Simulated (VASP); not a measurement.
# LiCl (I4/mmm) in VASP: notebook

LiCl is run at these levels: PBE; tasks: single point.

All numbers are computed with VASP 6.6.1; they aren't measurements. Logs are shortened: lines on timing, memory, paths and dates and some standing lists are left out, and cuts for length are marked.

### 1 The cell of the first run

It takes space group I4/mmm (No. 139, tetragonal). The conventional cell has a = 3.627 Å, b = 3.627 Å, c = 5.335 Å, α = 90.00°, β = 90.00°, γ = 90.00°. Within 3.4 Å of Li (site symmetry 4/mmm) lie 6 Cl at 2.56 to 2.67 Å. Within 3.4 Å of Cl (site symmetry 4/mmm) lie 6 Li at 2.56 to 2.67 Å.

### 2 Single point, PBE (strain +0.000 along x and y, +0.040 along z)

Contents of INCAR:

```
PREC = Accurate ; ENCUT = 520
EDIFF = 1E-6 ; ISMEAR = 0
SIGMA = 0.05 ; LREAL = F
LASPH = T ; NELM = 80
ALGO = Normal ; ISIF = 2
LWAVE = F ; LCHARG = F
GGA = PE ; NBANDS = 12
```

Contents of KPOINTS:

```
Automatic mesh
0
Gamma
  8 8 8
```

Contents of POSCAR:

```
LiCl
1.0
    0.0000000000      2.5647600000      2.6673504000
    2.5647600000      0.0000000000      2.6673504000
    2.5647600000      2.5647600000      0.0000000000
Li Cl
1 1
Direct
    0.0000000000      0.0000000000      0.0000000000
    0.5000000000      0.5000000000      0.5000000000
```

Potentials or basis: VASP PAW PBE potentials, release 64 (Li_sv, Cl).

Launch:

```console
$ cat potpaw_PBE.64/Li_sv/POTCAR potpaw_PBE.64/Cl/POTCAR > POTCAR
$ mpirun -np 1 vasp_std > vasp.out
```

OUTCAR:

```text
PREC = Accurate
   ENCUT = 520
   EDIFF = 1E-6
   ISMEAR = 0
   LREAL = F
   LASPH = T
   NELM = 80
   ISIF = 2
   GGA = PE

 ion  position               nearest neighbor table
   1  0.000  0.000  0.000-   2 2.56   2 2.56   2 2.56   2 2.56
   2  0.500  0.500  0.500-   1 2.56   1 2.56   1 2.56   1 2.56

  LATTYP: Found a body centered tetragonal cell.
 ALAT       =     3.6271183762
 C/A-ratio  =     1.4707821049

  Lattice vectors:

 A1 = (  -2.5647600000,   0.0000000000,   2.6673504000)
 A2 = (   2.5647600000,   0.0000000000,   2.6673504000)
 A3 = (   0.0000000000,   2.5647600000,  -2.6673504000)

Analysis of symmetry for initial positions (statically):
=====================================================================
 Subroutine PRICEL returns:
 Original cell was already a primitive cell.

 Routine SETGRP: Setting up the symmetry group for a
 body centered tetragonal supercell.

 Subroutine GETGRP returns: Found 16 space group operations
 (whereof 16 operations were pure point group operations)
 out of a pool of 16 trial point group operations.

The static configuration has the point symmetry D_4h.

Analysis of symmetry for dynamics (positions and initial velocities):
=====================================================================
 Subroutine PRICEL returns:
 Original cell was already a primitive cell.

 Routine SETGRP: Setting up the symmetry group for a
 body centered tetragonal supercell.

 Subroutine GETGRP returns: Found 16 space group operations
 (whereof 16 operations were pure point group operations)
 out of a pool of 16 trial point group operations.

The dynamic configuration has the point symmetry D_4h.

 Subroutine INISYM returns: Found 16 space group operations
 (whereof 16 operations are pure point group operations),
 and found     1 'primitive' translations

----------------------------------------------------------------------------------------

                                     Primitive cell

  volume of cell :      35.0916

  direct lattice vectors                    reciprocal lattice vectors
     0.000000000  2.564760000  2.667350400    -0.194950015  0.194950015  0.187451937
     2.564760000  0.000000000  2.667350400     0.194950015 -0.194950015  0.187451937
     2.564760000  2.564760000  0.000000000     0.194950015  0.194950015 -0.187451937

  length of vectors
     3.700371875  3.700371875  3.627118376     0.333390530  0.333390530  0.333390530

  position of ions in fractional coordinates (direct lattice)
     0.000000000  0.000000000  0.000000000
     0.500000000  0.500000000  0.500000000

  ion indices of the primitive-cell ions
   primitive index   ion index
                 1           1
                 2           2

----------------------------------------------------------------------------------------

 KPOINTS: Automatic mesh

Automatic generation of k-mesh.
 Grid dimensions read from file:
 generate k-points for:    8    8    8

 Generating k-lattice:

  Cartesian coordinates                     Fractional coordinates (reciprocal lattice)
    -0.024368752  0.024368752  0.023431492     0.125000000  0.000000000  0.000000000
     0.024368752 -0.024368752  0.023431492     0.000000000  0.125000000  0.000000000
     0.024368752  0.024368752 -0.023431492    -0.000000000 -0.000000000  0.125000000

  Length of vectors
     0.041673816  0.041673816  0.041673816

  Shift w.r.t. Gamma in fractional coordinates (k-lattice)
     0.000000000  0.000000000  0.000000000

 Subroutine IBZKPT returns following result:
 ===========================================

 Found     59 irreducible k-points:

 Following reciprocal coordinates:
            Coordinates               Weight
  0.000000  0.000000  0.000000      1.000000
  0.125000 -0.000000  0.000000      8.000000
  0.250000 -0.000000  0.000000      8.000000
  0.375000 -0.000000  0.000000      8.000000
  0.500000 -0.000000  0.000000      4.000000
  0.125000  0.125000  0.000000      2.000000
[... 16 lines left out ...]
  0.250000  0.000000  0.125000     16.000000
  0.375000 -0.000000  0.125000     16.000000
 [... further k-points ...]
   k-points           NKPTS =     59   k-points in BZ     NKDIM =     59   number of bands    NBANDS=     12
   number of dos      NEDOS =    301   number of ions     NIONS =      2
   total plane-waves  NPLWV =  21952
   dimension x,y,z NGX =    28 NGY =   28 NGZ =   28
   dimension x,y,z NGXF=    56 NGYF=   56 NGZF=   56
   ions per type =               1   1
   NGX,Y,Z   is equivalent  to a cutoff of  12.58, 12.58, 12.83 a.u.
   NGXF,Y,Z  is equivalent  to a cutoff of  25.16, 25.16, 25.67 a.u.
 SYSTEM =  unknown system
   PREC   = accura    normal or accurate (medium, high low for compatibility)
   ISTART =      0    job   : 0-new  1-cont  2-samecut
   ICHARG =      2    charge: 1-file 2-atom 10-const
   ISPIN  =      1    spin polarized calculation?
   LNONCOLLINEAR =      F non collinear calculations
   LSORBIT =      F    spin-orbit coupling
   LASPH  =      T    aspherical Exc in radial PAW
   ENCUT  =  520.0 eV  38.22 Ry    6.18 a.u.   6.88  6.88  6.74*2*pi/ulx,y,z
   NELM   =     80;   NELMIN=  2; NELMDL= -5     # of ELM steps
   EDIFF  = 0.1E-05   stopping-criterion for ELM
   LREAL  =      F    real-space projection
   EDIFFG = 0.1E-04   stopping-criterion for IOM
   NSW    =      0    number of steps for IOM
   IBRION =     -1    ionic relax: 0-MD 1-quasi-New 2-CG
   NFREE  =      0    steps in history (QN), initial steepest desc. (CG)
   ISIF   =      2    stress and relaxation
   ISYM   =      2    0-nonsym 1-usesym 2-fastsym
   POTIM  = 0.5000    time-step for ionic-motion
   TEBEG  =    0.0;   TEEND  =   0.0 temperature during run
   PSTRESS=    0.0 pullay stress
   NELECT =      10.0000    total number of electrons
   NUPDOWN=      -1.0000    fix difference up-down
   EMIN   =  10.00;   EMAX   =-10.00  energy-range for DOS
   EFERMI =   0.00;   METHOD = LEGACY
   ISMEAR =     0;   SIGMA  =   0.05  broadening in eV -4-tet -1-fermi 0-gaus
   EFERMI_NEDOS =   21; number of points for ismear=-14 and -15
   IALGO  =     38    algorithm
   IMIX   =      4    mixing-type and parameters
     AMIX     =   0.40;   BMIX     =  1.00
     AMIX_MAG =   1.60;   BMIX_MAG =  1.00
  volume/ion in A,a.u.               =      17.55       118.40
  Fermi-wavevector in a.u.,A,eV,Ry     =   1.077309  2.035819 15.790852  1.160595
  Thomas-Fermi vector in A             =   2.213217
   LORBIT       =      0    0 simple, 1 ext, 2 COOP (PROOUT), +10 PAW based schemes
   GGA     = PE    functional components
   LHFCALC =     F    Hartree Fock is set to
   AEXX    =    0.0000 exact exchange contribution
   IVDW    =     0    specifies the selected vdW correction
   LEPSILON=     F    determine dielectric tensor
   LRPA    =     F    only Hartree local field effects (RPA)
 non-spin polarized calculation
 Gauss-broadening in eV      SIGMA  =   0.05
  energy-cutoff  :      520.00
  volume of cell :       35.09
 maximum number of plane-waves:       974
   NGX = 13   NGY = 13   NGZ = 13

 number of electron      10.0000008 magnetization

 Free energy of the ion-electron system (eV)
  ---------------------------------------------------
  ext. energy  EPLUGINS =         0.00000000
  ---------------------------------------------------
  free energy    TOTEN  =        -7.38107828 eV

  energy without entropy =       -7.38107828  energy(sigma->0) =       -7.38107828

 E-fermi :   0.6757     XC(G=0):  -8.5604

 val. band max:        0.3491747572   @ k =   0.0000   0.0000   0.0000
 cond. band min:       6.4131482055   @ k =   0.0000   0.0000   0.0000
 fundamental gap:      6.0639734483
 Fermi energy:         0.6756678833

 k-point     1 :       0.0000    0.0000    0.0000
  band No.  band energies     occupation
      1     -43.2988      2.00000
      2     -12.9740      2.00000
      3       0.2572      2.00000
      4       0.2572      2.00000
      5       0.3492      2.00000
      6       6.4131      0.00000
      7      11.9814      0.00000
      8      12.3158      0.00000
      9      12.3158      0.00000
     10      14.1131      0.00000
     11      14.5126      0.00000
     12      14.8440      0.00000

 k-point     2 :       0.1250   -0.0000    0.0000
  band No.  band energies     occupation
      1     -43.2984      2.00000
      2     -12.9048      2.00000
      3      -0.2141      2.00000
      4       0.2314      2.00000
      5       0.2730      2.00000
      6       6.8713      0.00000
      7      11.3825      0.00000
      8      11.8791      0.00000
      9      12.2587      0.00000
     10      13.1961      0.00000
     11      13.4120      0.00000
     12      15.0505      0.00000

 k-point     3 :       0.2500   -0.0000    0.0000
  band No.  band energies     occupation
      1     -43.2977      2.00000
      2     -12.7290      2.00000
      3      -1.2064      2.00000
      4       0.1550      2.00000
      5       0.1726      2.00000
      6       7.3669      0.00000
      7      10.7212      0.00000
      8      11.1260      0.00000
      9      11.1320      0.00000
     10      14.1427      0.00000
     11      14.1589      0.00000
     12      15.6122      0.00000
[... 286 lines left out ...]
 k-point    23 :       0.2500    0.0000    0.1250
  band No.  band energies     occupation
      1     -43.2977      2.00000
      2     -12.7342      2.00000
      3      -0.9501      2.00000
      4      -0.0511      2.00000
      5       0.0583      2.00000
      6       7.8197      0.00000
      7      10.5228      0.00000
      8      10.6396      0.00000
      9      11.7166      0.00000
     10      12.8586      0.00000
     11      15.0601      0.00000
     12      16.3286      0.00000

 k-point    24 :       0.3750   -0.0000    0.1250
  band No.  band energies     occupation
      1     -43.2969      2.00000
      2     -12.5443      2.00000
      3      -1.7961      2.00000
      4      -0.1329      2.00000
      5      -0.1110      2.00000
      6       7.8472      0.00000
      7       9.8865      0.00000
      8      10.7691      0.00000
      9      11.1857      0.00000
     10      14.2235      0.00000
     11      16.5137      0.00000
     12      17.1789      0.00000

 [... further k-points ...]
[... 5 lines left out ...]
  --------------------------------------------------------------------------------------
  -------------------------------------------------------------------------------------
  Total       -0.1132091     -0.1132091     -0.3094341      0.0000000     -0.0000000     -0.0000000
  in kB       -5.1687849     -5.1687849    -14.1278238      0.0000000     -0.0000000     -0.0000000
  external PRESSURE =      -8.1551312 kB  Pullay stress =       0.0000000 kB

 VOLUME and BASIS-vectors are now :
 -----------------------------------------------------------------------------
  energy-cutoff  :      520.00
  volume of cell :       35.09
      direct lattice vectors                 reciprocal lattice vectors
     0.000000000  2.564760000  2.667350400    -0.194950015  0.194950015  0.187451937
     2.564760000  0.000000000  2.667350400     0.194950015 -0.194950015  0.187451937
     2.564760000  2.564760000  0.000000000     0.194950015  0.194950015 -0.187451937

 POSITION                                       TOTAL-FORCE (eV/Angst)
 -----------------------------------------------------------------------------------
      0.00000      0.00000      0.00000         0.000000     -0.000000     -0.000000
      2.56476      2.56476      2.66735        -0.000000      0.000000      0.000000
 -----------------------------------------------------------------------------------
    total drift:                                0.000000      0.000000      0.000000

  FREE ENERGIE OF THE ION-ELECTRON SYSTEM (eV)
  ---------------------------------------------------
  free  energy   TOTEN  =        -7.3810782759 eV

  energy  without entropy=       -7.3810782759  energy(sigma->0) =       -7.38107828
```

Run time: 19 s. Hardware: 1 thread of Intel Xeon Platinum 8488C (Sapphire Rapids), shared host; peak memory 0.16 GiB.

Results:

* Free energy: -7.3811 eV
* Band gap on the k mesh: 6.06 eV, direct

Levels at points of the mesh, in eV from the valence-band top:
| k point | band 2 | band 3 | band 4 | band 5 | band 6 | band 7 | band 8 | band 9 |
| --- | --- | --- | --- | --- | --- | --- | --- | --- |
| (0.00, 0.00, 0.00) | -13.32 | -0.09 | -0.09 | 0.00 | 6.06 | 11.63 | 11.97 | 11.97 |
| (0.50, 0.00, 0.00) | -12.81 | -2.72 | -0.35 | -0.25 | 6.65 | 9.29 | 9.57 | 12.52 |
| (0.50, 0.50, 0.00) | -12.63 | -2.77 | -1.01 | -1.01 | 7.80 | 8.41 | 11.71 | 13.96 |
| (0.50, 0.00, 0.50) | -12.56 | -2.78 | -1.25 | -1.00 | 7.72 | 8.24 | 12.24 | 13.31 |

Caveat: the cell differs from its parent crystal (strain +0.000 along x and y, +0.040 along z); the cutoff is under 1.25 times the usual one of these potentials, so pressure, stress and relaxed cells hold a basis-set (Pulay) error.

[end of part 1 of 2]
